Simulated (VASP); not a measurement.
HfO2, 3 atoms in the cell. Symmetry: P6/mmm, No. 191, hexagonal system. The conventional cell has a = 3.555 Å, b = 3.555 Å, c = 2.671 Å, α = 90.00°, β = 90.00°, γ = 120.00°. Within 3.2 Å of Hf (site symmetry 6/mmm) lie 12 O at 2.45 Å and 2 Hf at 2.67 Å. O (site symmetry -6m2) has 5 O at 2.05 to 2.67 Å and 6 Hf at 2.45 Å within 2.7 Å. 

| Quantity | Value |
| --- | --- |
| Program | VASP 6.6.1 |
| Task | relaxation of cell and atoms |
| Functional | PBEsol |
| Potentials or basis | VASP PAW PBE potentials, release 64 (Hf_pv, O) |
| Cutoff | 600 eV |
| k mesh | 7 × 7 × 7 |
| Occupations | fermi-dirac, width 0.02 eV |
| Spin | no spin polarisation |
| Dipole correction | no |
| Further INCAR settings | ALGO = Normal; EDIFF = 1e-06; IBRION = 2; EDIFFG = -0.03; NSW = 60; ISIF = 3 |

Potentials or basis: VASP PAW PBE potentials, release 64 (Hf_pv, O).

Command:

```sh
$ cat potpaw_PBE.64/Hf_pv/POTCAR potpaw_PBE.64/O/POTCAR > POTCAR
$ mpirun -np 1 vasp_std > vasp.out
```

Hardware: 1 thread of Intel Xeon 8259CL, on a shared host.

Task: How long does it take, and how much memory?

Result: Run time: 51 s on 1 thread of Intel Xeon 8259CL, with other jobs on the host, peak memory 0.17 GiB. Counts: scf iterations 33, k points 32, ion steps 3.
